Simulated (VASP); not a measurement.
A run of VASP 6.6.1 is set up as follows.

The input INCAR:

```
SYSTEM = Be
PREC = Accurate ; ENCUT = 520
EDIFF = 1E-6 ; ISMEAR = -1
SIGMA = 0.08 ; LREAL = .False.
LASPH = .True. ; NELM = 100
ALGO = Normal ; ISIF = 2
LWAVE = .False. ; LCHARG = .False.
GGA = PE ; NBANDS = 7
```

Contents of KPOINTS:

```
Automatic mesh
0
Gamma
  21 21 21
  0 0 0
```

The input POSCAR:

```
Be
1.0
    0.0000000000      1.5373903778      1.5373903778
    1.5373903778      0.0000000000      1.5373903778
    1.5373903778      1.5373903778      0.0000000000
Be
1
Direct
    0.0000000000      0.0000000000      0.0000000000
```

Potentials or basis: VASP PAW PBE potentials, release 64 (Be).

Launch:

```sh
$ cat potpaw_PBE.64/Be/POTCAR > POTCAR
$ mpirun -np 1 vasp_std > vasp.out
```

(1) Predict the band gap on the k mesh.

(2) Predict the pressure.

Answers

(1) zero (bands 1 and 2 overlap by 0.53 eV).

(2) 11.2 GPa.

Caveat: the cell stands under pressure.
